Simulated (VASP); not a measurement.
# C (R-3m) in VASP: further runs

The runs below take C through single point, with PBEsol.

Everything below comes from runs of VASP 6.6.1. Logs are shortened: lines on timing, memory, paths and dates and some standing lists are left out, and cuts for length are marked.

## 1. The cell of the first run

Symmetry: R-3m, No. 166, trigonal system. Conventional cell: a = 2.395 Å, b = 2.395 Å, c = 9.539 Å, α = 90.00°, β = 90.00°, γ = 120.00°. C (site symmetry 3m) has 3 C at 1.38 Å within 1.8 Å.

## 2. Single point, PBEsol (strain -0.025 along x and y, -0.050 along z)

Input file INCAR:

```
SYSTEM = C
  PREC = Accurate
  ENCUT = 520
  EDIFF = 1E-7
  ISMEAR = 0
  SIGMA = 0.05
  LREAL = .FALSE.
  LASPH = .TRUE.
  NELM = 100
  ALGO = Normal
  ISIF = 2
  LWAVE = .FALSE.
  LCHARG = .FALSE.
  GGA = PS
  NBANDS = 11
```

Input file KPOINTS:

```
Automatic mesh
0
G
  15 15 15
  0 0 0
```

Input file POSCAR:

```
C
1.0
    1.1973256878      0.6912763082      3.1796602974
   -1.1973256878      0.6912763082      3.1796602974
    0.0000000000     -1.3825526163      3.1796602974
C
2
Direct
    0.1640000000      0.1640000000      0.1640000000
    0.8360000000      0.8360000000      0.8360000000
```

Potentials or basis: VASP PAW PBE potentials, release 64 (C).

Run with:

```bash
> cat potpaw_PBE.64/C/POTCAR > POTCAR
> mpirun -np 1 vasp_std > vasp.out
```

OUTCAR:

```text
SYSTEM = C
   PREC = Accurate
   ENCUT = 520
   EDIFF = 1E-7
   ISMEAR = 0
   LREAL = .FALSE.
   LASPH = .TRUE.
   NELM = 100
   ISIF = 2
   GGA = PS

 ion  position               nearest neighbor table
   1  0.164  0.164  0.164-   2 1.38   2 1.38   2 1.38
   2  0.836  0.836  0.836-   1 1.38   1 1.38   1 1.38

  LATTYP: Found a trigonal (rhomboedric) cell.
 ALAT       =     3.4672310774
 COS(alpha) =     0.7614996490

  Lattice vectors:

 A1 = (   1.1973256878,   0.6912763082,   3.1796602974)
 A2 = (  -1.1973256878,   0.6912763082,   3.1796602974)
 A3 = (   0.0000000000,  -1.3825526163,   3.1796602974)

Analysis of symmetry for initial positions (statically):
=====================================================================
 Subroutine PRICEL returns:
 Original cell was already a primitive cell.

 Routine SETGRP: Setting up the symmetry group for a
 trigonal (rhombohedral) supercell.

 Subroutine GETGRP returns: Found 12 space group operations
 (whereof 12 operations were pure point group operations)
 out of a pool of 12 trial point group operations.

The static configuration has the point symmetry D_3d.

Analysis of symmetry for dynamics (positions and initial velocities):
=====================================================================
 Subroutine PRICEL returns:
 Original cell was already a primitive cell.

 Routine SETGRP: Setting up the symmetry group for a
 trigonal (rhombohedral) supercell.

 Subroutine GETGRP returns: Found 12 space group operations
 (whereof 12 operations were pure point group operations)
 out of a pool of 12 trial point group operations.

The dynamic configuration has the point symmetry D_3d.

 Subroutine INISYM returns: Found 12 space group operations
 (whereof 12 operations are pure point group operations),
 and found     1 'primitive' translations

----------------------------------------------------------------------------------------

                                     Primitive cell

  volume of cell :      15.7905

  direct lattice vectors                    reciprocal lattice vectors
     1.197325688  0.691276308  3.179660297     0.417597321  0.241099926  0.104833002
    -1.197325688  0.691276308  3.179660297    -0.417597321  0.241099926  0.104833002
     0.000000000 -1.382552616  3.179660297     0.000000000 -0.482199852  0.104833002

  length of vectors
     3.467231077  3.467231077  3.467231077     0.493463935  0.493463935  0.493463935

  position of ions in fractional coordinates (direct lattice)
     0.164000000  0.164000000  0.164000000
     0.836000000  0.836000000  0.836000000

  ion indices of the primitive-cell ions
   primitive index   ion index
                 1           1
                 2           2

----------------------------------------------------------------------------------------

 KPOINTS: Automatic mesh

Automatic generation of k-mesh.
 Grid dimensions read from file:
 generate k-points for:   15   15   15

 Generating k-lattice:

  Cartesian coordinates                     Fractional coordinates (reciprocal lattice)
     0.027839821  0.016073328  0.006988867     0.066666667 -0.000000000  0.000000000
    -0.027839821  0.016073328  0.006988867    -0.000000000  0.066666667  0.000000000
     0.000000000 -0.032146657  0.006988867     0.000000000  0.000000000  0.066666667

  Length of vectors
     0.032897596  0.032897596  0.032897596

  Shift w.r.t. Gamma in fractional coordinates (k-lattice)
     0.000000000  0.000000000  0.000000000

 Subroutine IBZKPT returns following result:
 ===========================================

 Found    344 irreducible k-points:

 Following reciprocal coordinates:
            Coordinates               Weight
  0.000000  0.000000  0.000000      1.000000
  0.066667  0.000000  0.000000      6.000000
  0.133333  0.000000 -0.000000      6.000000
  0.200000  0.000000  0.000000      6.000000
  0.266667  0.000000 -0.000000      6.000000
  0.333333  0.000000 -0.000000      6.000000
[... 16 lines left out ...]
  0.133333  0.133333  0.000000      6.000000
  0.200000  0.133333 -0.000000     12.000000
 [... further k-points ...]
   k-points           NKPTS =    344   k-points in BZ     NKDIM =    344   number of bands    NBANDS=     11
   number of dos      NEDOS =    301   number of ions     NIONS =      2
   total plane-waves  NPLWV =  21952
   dimension x,y,z NGX =    28 NGY =   28 NGZ =   28
   dimension x,y,z NGXF=    56 NGYF=   56 NGZF=   56
   ions per type =               2
   NGX,Y,Z   is equivalent  to a cutoff of  13.43, 13.43, 13.43 a.u.
   NGXF,Y,Z  is equivalent  to a cutoff of  26.85, 26.85, 26.85 a.u.
 SYSTEM =  C
   PREC   = accura    normal or accurate (medium, high low for compatibility)
   ISTART =      0    job   : 0-new  1-cont  2-samecut
   ICHARG =      2    charge: 1-file 2-atom 10-const
   ISPIN  =      1    spin polarized calculation?
   LNONCOLLINEAR =      F non collinear calculations
   LSORBIT =      F    spin-orbit coupling
   LASPH  =      T    aspherical Exc in radial PAW
   ENCUT  =  520.0 eV  38.22 Ry    6.18 a.u.   6.45  6.45  6.45*2*pi/ulx,y,z
   NELM   =    100;   NELMIN=  2; NELMDL= -5     # of ELM steps
   EDIFF  = 0.1E-06   stopping-criterion for ELM
   LREAL  =      F    real-space projection
   EDIFFG = 0.1E-05   stopping-criterion for IOM
   NSW    =      0    number of steps for IOM
   IBRION =     -1    ionic relax: 0-MD 1-quasi-New 2-CG
   NFREE  =      0    steps in history (QN), initial steepest desc. (CG)
   ISIF   =      2    stress and relaxation
   ISYM   =      2    0-nonsym 1-usesym 2-fastsym
   POTIM  = 0.5000    time-step for ionic-motion
   TEBEG  =    0.0;   TEEND  =   0.0 temperature during run
   PSTRESS=    0.0 pullay stress
   NELECT =       8.0000    total number of electrons
   NUPDOWN=      -1.0000    fix difference up-down
   EMIN   =  10.00;   EMAX   =-10.00  energy-range for DOS
   EFERMI =   0.00;   METHOD = LEGACY
   ISMEAR =     0;   SIGMA  =   0.05  broadening in eV -4-tet -1-fermi 0-gaus
   EFERMI_NEDOS =   21; number of points for ismear=-14 and -15
   IALGO  =     38    algorithm
   IMIX   =      4    mixing-type and parameters
     AMIX     =   0.40;   BMIX     =  1.00
     AMIX_MAG =   1.60;   BMIX_MAG =  1.00
  volume/ion in A,a.u.               =       7.90        53.28
  Fermi-wavevector in a.u.,A,eV,Ry     =   1.305087  2.466257 23.174156  1.703252
  Thomas-Fermi vector in A             =   2.435980
   LORBIT       =      0    0 simple, 1 ext, 2 COOP (PROOUT), +10 PAW based schemes
   GGA     = PS    functional components
   LHFCALC =     F    Hartree Fock is set to
   AEXX    =    0.0000 exact exchange contribution
   IVDW    =     0    specifies the selected vdW correction
   LEPSILON=     F    determine dielectric tensor
   LRPA    =     F    only Hartree local field effects (RPA)
 non-spin polarized calculation
 Gauss-broadening in eV      SIGMA  =   0.05
  energy-cutoff  :      520.00
  volume of cell :       15.79
 maximum number of plane-waves:       439
 NGX is ok and might be reduce to    28
   NGX = 13   NGY = 13   NGZ = 13

 number of electron       8.0000000 magnetization

 Free energy of the ion-electron system (eV)
  ---------------------------------------------------
  ext. energy  EPLUGINS =         0.00000000
  ---------------------------------------------------
  free energy    TOTEN  =       -19.14665993 eV

  energy without entropy =      -19.14665993  energy(sigma->0) =      -19.14665993

 E-fermi :   5.4741     XC(G=0): -11.1075

 val. band max:        5.1306285391   @ k =  -0.3333   0.3333   0.0000
 cond. band min:       6.1116044901   @ k =  -0.3333   0.3333   0.0000
 fundamental gap:      0.9809759510
 Fermi energy:         5.4741004037

 k-point     1 :       0.0000    0.0000    0.0000
  band No.  band energies     occupation
      1     -14.7497      2.00000
      2      -1.2134      2.00000
      3       2.7563      2.00000
      4       2.7563      2.00000
      5       9.7404      0.00000
      6      14.5787      0.00000
      7      14.5787      0.00000
      8      18.0977      0.00000
      9      20.4788      0.00000
     10      29.2800      0.00000
     11      33.4261      0.00000

 k-point     2 :       0.0667    0.0000    0.0000
  band No.  band energies     occupation
      1     -14.6357      2.00000
      2      -1.1010      2.00000
      3       2.3170      2.00000
      4       2.5125      2.00000
      5       9.8985      0.00000
      6      14.6497      0.00000
      7      15.0693      0.00000
      8      17.6779      0.00000
      9      20.6420      0.00000
     10      29.6626      0.00000
     11      31.9580      0.00000

 k-point     3 :       0.1333    0.0000   -0.0000
  band No.  band energies     occupation
      1     -14.2943      2.00000
      2      -0.7657      2.00000
      3       1.1439      2.00000
      4       1.8977      2.00000
      5      10.3693      0.00000
      6      14.7397      0.00000
      7      16.4162      0.00000
      8      16.5483      0.00000
      9      21.1461      0.00000
     10      29.4768      0.00000
     11      30.6927      0.00000

 k-point     4 :       0.2000    0.0000    0.0000
  band No.  band energies     occupation
      1     -13.7287      2.00000
      2      -0.5162      2.00000
      3      -0.1703      2.00000
      4       1.1334      2.00000
      5      11.1184      0.00000
      6      14.5950      0.00000
      7      15.0933      0.00000
      8      18.3682      0.00000
      9      21.8972      0.00000
     10      27.3850      0.00000
     11      29.5371      0.00000
[... 239 lines left out ...]
 k-point    22 :      -0.0667    0.0667    0.0000
  band No.  band energies     occupation
      1     -14.4138      2.00000
      2      -0.8297      2.00000
      3       1.5756      2.00000
      4       2.0206      2.00000
      5      10.1262      0.00000
      6      14.8378      0.00000
      7      15.8544      0.00000
      8      16.8950      0.00000
      9      21.0087      0.00000
     10      29.6556      0.00000
     11      30.3664      0.00000

 k-point    23 :       0.1333    0.1333    0.0000
  band No.  band energies     occupation
      1     -14.2717      2.00000
      2      -0.9453      2.00000
      3       1.1660      2.00000
      4       1.8781      2.00000
      5      10.7107      0.00000
      6      14.6984      0.00000
      7      16.4207      0.00000
      8      16.4954      0.00000
      9      21.1843      0.00000
     10      29.0310      0.00000
     11      30.6821      0.00000

 k-point    24 :       0.2000    0.1333   -0.0000
  band No.  band energies     occupation
      1     -13.9215      2.00000
      2      -0.6919      2.00000
      3       0.3027      2.00000
      4       1.2115      2.00000
      5      11.3278      0.00000
      6      14.9237      0.00000
      7      15.5682      0.00000
      8      17.2192      0.00000
      9      21.8184      0.00000
     10      27.2391      0.00000
     11      31.4081      0.00000

 [... further k-points ...]
[... 5 lines left out ...]
  --------------------------------------------------------------------------------------
  -------------------------------------------------------------------------------------
  Total        3.9651845      3.9651845      0.2789768      0.0000000      0.0000000      0.0000000
  in kB      402.3259418    402.3259418     28.3062762      0.0000000      0.0000000      0.0000000
  external PRESSURE =     277.6527199 kB  Pullay stress =       0.0000000 kB

 VOLUME and BASIS-vectors are now :
 -----------------------------------------------------------------------------
  energy-cutoff  :      520.00
  volume of cell :       15.79
      direct lattice vectors                 reciprocal lattice vectors
     1.197325688  0.691276308  3.179660297     0.417597321  0.241099926  0.104833002
    -1.197325688  0.691276308  3.179660297    -0.417597321  0.241099926  0.104833002
     0.000000000 -1.382552616  3.179660297     0.000000000 -0.482199852  0.104833002

 POSITION                                       TOTAL-FORCE (eV/Angst)
 -----------------------------------------------------------------------------------
      0.00000      0.00000      1.56439         0.000000      0.000000      0.780029
      0.00000      0.00000      7.97459         0.000000     -0.000000     -0.780029
 -----------------------------------------------------------------------------------
    total drift:                                0.000000     -0.000000      0.000000

  FREE ENERGIE OF THE ION-ELECTRON SYSTEM (eV)
  ---------------------------------------------------
  free  energy   TOTEN  =       -19.1466599308 eV

  energy  without entropy=      -19.1466599308  energy(sigma->0) =      -19.14665993
```

Run time: 2.1 min. Hardware: 1 thread of Intel Xeon 8259CL, shared host; peak memory 0.18 GiB.

Results:

```yaml
Free_energy: -19.1467 eV
Pressure: 27.8 GPa
Largest_force: 0.780 eV/Å
```

Forces on the atoms (eV/Å):
```
C    0.000  0.000  0.780
C    0.000  0.000 -0.780
```

Caveat: the cell differs from its parent crystal (strain -0.025 along x and y, -0.050 along z); the cell stands under pressure; this functional lacks dispersion, which binds the layers, so the pressure and a relaxed spacing across them are unreliable; the PAW data sets were made with another functional, which shifts forces and pressure a little.

## 3. Single point, PBEsol (strain -0.050 along x and y, +0.025 along z)

Input file INCAR:

```
SYSTEM = C
ALGO     = Normal         ! electronic algorithm
EDIFF    = 1E-6           ! SCF threshold, eV
ENCUT    = 520            ! plane-wave cutoff, eV
GGA      = PS             ! functional
ISIF     = 2              ! what is computed and relaxed
ISMEAR   = 0              ! smearing method
LASPH    = .TRUE.         ! aspherical terms in the spheres
LCHARG   = .TRUE.         ! write CHGCAR
LELF     = .TRUE.         ! ELF
LREAL    = .FALSE.        ! projectors in reciprocal space
LVHAR    = .TRUE.       
LWAVE    = .FALSE.        ! write WAVECAR
NBANDS   = 11             ! bands
NELM     = 100            ! most SCF steps
PREC     = Accurate       ! precision mode
SIGMA    = 0.05           ! smearing width, eV
```

Input file KPOINTS:

```
k-points
0
G
  15 15 15
  0 0 0
```

Input file POSCAR:

```
C
1.0
    1.1666250292      0.6735512746      3.4306861104
   -1.1666250292      0.6735512746      3.4306861104
    0.0000000000     -1.3471025493      3.4306861104
C
2
Direct
    0.1640000000      0.1640000000      0.1640000000
    0.8360000000      0.8360000000      0.8360000000
```

Potentials or basis: VASP PAW PBE potentials, release 64 (C).

Run with:

```bash
> cat potpaw_PBE.64/C/POTCAR > POTCAR
> mpirun -np 1 vasp_std > vasp.out
```

It took 2.1 min on 1 thread of Intel Xeon 8259CL, shared host; peak memory 0.18 GiB.

It converged, with:

```
Free energy   : -18.8402 eV
Pressure      : 54.4 GPa
Largest force : 0.824 eV/Å
```

Forces in eV/Å, atoms in the order of the input:
```
C    0.000  0.000  0.824
C    0.000  0.000 -0.824
```

Stress tensor (GPa, compression positive):
```
81.73  0.00  0.00
 0.00 81.73  0.00
 0.00  0.00 -0.13
```

Caveat: the cell differs from its parent crystal (strain -0.050 along x and y, +0.025 along z); the cell stands under pressure; this functional lacks dispersion, which binds the layers, so the pressure and a relaxed spacing across them are unreliable; the PAW data sets were made with another functional, which shifts forces and pressure a little.

## 4. Single point, PBEsol (strain -0.025 along x and y, -0.025 along z)

Input file INCAR:

```
PREC = Accurate
ENCUT = 520
EDIFF = 1E-7
ISMEAR = 0
SIGMA = 0.05
LREAL = F
LASPH = T
NELM = 60
ALGO = Normal
ISIF = 2
LWAVE = F
LCHARG = F
GGA = PS
NBANDS = 11
```

Input file KPOINTS:

```
Automatic mesh
0
Gamma
  15 15 15
```

Input file POSCAR:

```
C
1.0
    1.1973256878      0.6912763082      3.2633355684
   -1.1973256878      0.6912763082      3.2633355684
    0.0000000000     -1.3825526163      3.2633355684
C
2
Direct
    0.1640000000      0.1640000000      0.1640000000
    0.8360000000      0.8360000000      0.8360000000
```

Run with:

```bash
> cat potpaw_PBE.64/C/POTCAR > POTCAR
> mpirun -np 1 vasp_std > vasp.out
```

It took 2.1 min on 1 thread of Intel Xeon 8259CL, shared host; peak memory 0.19 GiB.

The run converged. Its results:

```yaml
Free_energy: -19.1526 eV
Pressure: 26.7 GPa
Largest_force: 0.813 eV/Å
```

Forces in eV/Å, atoms in the order of the input:
```
C    0.000  0.000  0.813
C    0.000  0.000 -0.813
```

Stress tensor (GPa, compression positive):
```
39.30  0.00  0.00
 0.00 39.30  0.00
 0.00  0.00  1.55
```

Caveat: the cell differs from its parent crystal (strain -0.025 along x and y, -0.025 along z); the cell stands under pressure; this functional lacks dispersion, which binds the layers, so the pressure and a relaxed spacing across them are unreliable; the PAW data sets were made with another functional, which shifts forces and pressure a little.

(Continued in part 2 of 2.)
